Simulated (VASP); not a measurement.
MgF2:

```
Mg F
1.0
     4.62202    0.00000    0.00000
     0.00000    4.62202    0.00000
     0.00000    0.00000    3.10703
Mg F
2 4
Direct
  0.00000 0.00000 0.00000
  0.50000 0.50000 0.50000
  0.30373 0.30373 0.00000
  0.19627 0.80373 0.50000
  0.80373 0.19627 0.50000
  0.69627 0.69627 0.00000
```

This cell differs from its parent crystal: uniaxial z strain +2.0%.

Base run:

| Property | Result |
| --- | --- |
| Program | VASP 6.6.1 |
| Functional | HSE06 |
| Potentials or basis | VASP PAW PBE potentials, release 64 (Mg, F) |
| Cutoff | 520 eV |
| k mesh | 4 × 4 × 6 |
| Occupations | gaussian, width 0.01 eV |
| Spin | no spin polarisation |

Its results: band gap on the k mesh 9.24 eV; pressure -1.5 GPa; largest force 0.013 eV/Å.

Q: The run is repeated on the same cell with these changes: functional from HSE06 to r2SCAN; cutoff from 520 eV to 660 eV; k mesh from 4 × 4 × 6 to 6 × 6 × 8. What comes out?

A: Band gap on the k mesh 7.87 eV; pressure -3.6 GPa; largest force 0.006 eV/Å.

Several settings changed at once.

Caveats: the PAW data sets were made with another functional, which shifts forces and pressure a little; the cell stands under tension (at least some runs).

A k mesh can miss the band edges.
